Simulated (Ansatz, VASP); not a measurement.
**Two plane-wave programs on Te**

INCAR

```
SYSTEM = Te
ALGO = Normal
EDIFF = 1E-6
ENCUT = 520
GGA = PE
ISIF = 2
ISMEAR = -1
LASPH = .TRUE.
LCHARG = .FALSE.
LREAL = .FALSE.
LWAVE = .FALSE.
NBANDS = 16
NELM = 100
PREC = Accurate
SIGMA = 0.05
```

File KPOINTS:

```
k-points
0
G
  7 7 5
  0 0 0
```

POSCAR

```
Te
1.0
    4.5126119846      0.0000000000      0.0000000000
   -2.2563059923      3.9080366161      0.0000000000
    0.0000000000      0.0000000000      6.0019563082
Te
3
Direct
    0.7310000000      0.7310000000      0.0000000000
    0.0000000000      0.2690000000      0.6666666667
    0.2690000000      0.0000000000      0.3333333333
```

input.yaml

```yaml
crystal:
  lattice:
    - [4.5126119846, 0.0, 0.0]
    - [-2.2563059923, 3.9080366161, 0.0]
    - [0.0, 0.0, 6.0019563082]
  atoms:
    - { symbol: Te, position: [0.731, 0.731, 0.0] }
    - { symbol: Te, position: [0.0, 0.269, 0.6666666667] }
    - { symbol: Te, position: [0.269, 0.0, 0.3333333333] }
hamiltonian:
  xc: pbe
  pseudopotentials: { kind: paw, azcp: { folder: soft_1 } }
kpoints:
  mp_grid: { grid: [7, 7, 5] }
scf:
  occupations: { method: fermi_dirac, width: 0.05 }
output:
  forces: true
  stress: true
  eigenvalues: true
  write_density: true
  write_potential: true
  elf: true
  volumetric_format: npy
```

Alike in both runs: task single point; functional PBE; k mesh 7 × 7 × 5; occupations fermi-dirac, width 0.05 eV; no spin polarisation.

```csv
,VASP,Ansatz
version,VASP 6.6.1,Ansatz 0.2.0
potentials or method,"VASP PAW PBE potentials, release 64 (Te)",Ansatz PAW soft_1
plane-wave cutoff (eV),520,420
valence electrons in the cell,18,48
```

|  | VASP | Ansatz | Ansatz less VASP |
| --- | --- | --- | --- |
| gap on the k mesh at the Fermi level (eV) | 0.64 | 0.64 | +0.003 |
| least direct gap on the mesh (eV) | 0.76 | 0.77 | +0.010 |
| pressure (GPa) | -0.4 | -0.4 | +0.01 |
| traceless stress, the component that is largest in VASP (GPa) | -0.25 | -0.26 | -0.007 |
| rms of the force components (eV/Å) | 0.024 | 0.028 | +0.0037 |

Atom by atom the forces differ by 0.004 eV/Å (rms over components). VASP's potentials hold 18 valence electrons a cell and Ansatz's 48, so a difference there can come from the potentials and not from the codes.

Spin-orbit coupling is off throughout. Noted on Ansatz's run: odd divisions of the mesh miss points on the zone boundary, where band edges often lie, so the gap on the mesh can be too wide.
